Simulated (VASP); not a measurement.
Crystal: Ru.

```
Ru
1.0
     2.70580    0.00000    0.00000
    -1.35290    2.34329    0.00000
     0.00000    0.00000    4.28190
Ru
2
Direct
  0.33333 0.66667 0.25000
  0.66667 0.33333 0.75000
```

Base run:

* Program: VASP 6.6.1
* Functional: PBE
* Potentials or basis: VASP PAW PBE potentials, release 64 (Ru_pv)
* Cutoff: 500 eV
* k mesh: 13 × 13 × 7
* Occupations: gaussian, width 0.05 eV
* Spin: no spin polarisation

Its results: band gap on the k mesh zero (band 14 reaches 14.31 eV, above the bottom of band 15 at 11.32 eV); pressure 4.4 GPa.

Q: The run is repeated on the same cell with these changes: functional from PBE to BLYP. What comes out?

A: Band gap on the k mesh zero (band 14 reaches 14.83 eV, above the bottom of band 15 at 11.84 eV); pressure 19.6 GPa.

BLYP binds less tightly than PBE, so the same cell stands under more pressure.

Caveats: the PAW data sets were made with another functional, which shifts forces and pressure a little (some runs).
